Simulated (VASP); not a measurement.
Nb: single point with PBE

Nb:

```
Nb
1.0
    -1.66395    1.66395    1.66395
     1.66395   -1.66395    1.66395
     1.66395    1.66395   -1.66395
Nb
1
Cartesian
  0.0000 0.0000 0.0000
```

```json
{
 "Program": "VASP 6.6.1",
 "Task": "single point",
 "Functional": "PBE",
 "Potentials or basis": "VASP PAW PBE potentials, release 64 (Nb_sv)",
 "Cutoff": "500 eV",
 "k mesh": "11 × 11 × 11",
 "Occupations": "gaussian, width 0.019 eV",
 "Spin": "no spin polarisation",
 "Dipole correction": "no",
 "Further INCAR settings": "ALGO = Normal; EDIFF = 1e-06; NBANDS = 12"
}
```

```json
{
 "Pressure": "-2.1 GPa",
 "Band gap on the k mesh": "zero (an odd number of electrons rules out a gap without spin polarisation)"
}
```

Levels at points of the mesh, in eV from the Fermi level:
```tsv
k point	band 2	band 3	band 4	band 5	band 6	band 7	band 8	band 9	band 10	band 11
(0.00, 0.00, 0.00)	-29.69	-29.69	-29.69	-5.83	0.43	0.43	0.43	3.27	3.27	14.23
```

It took 6.9 s on 1 thread of Intel(R) Xeon(R) Platinum 8488C (Sapphire Rapids), on a shared host, peak memory 0.14 GiB.
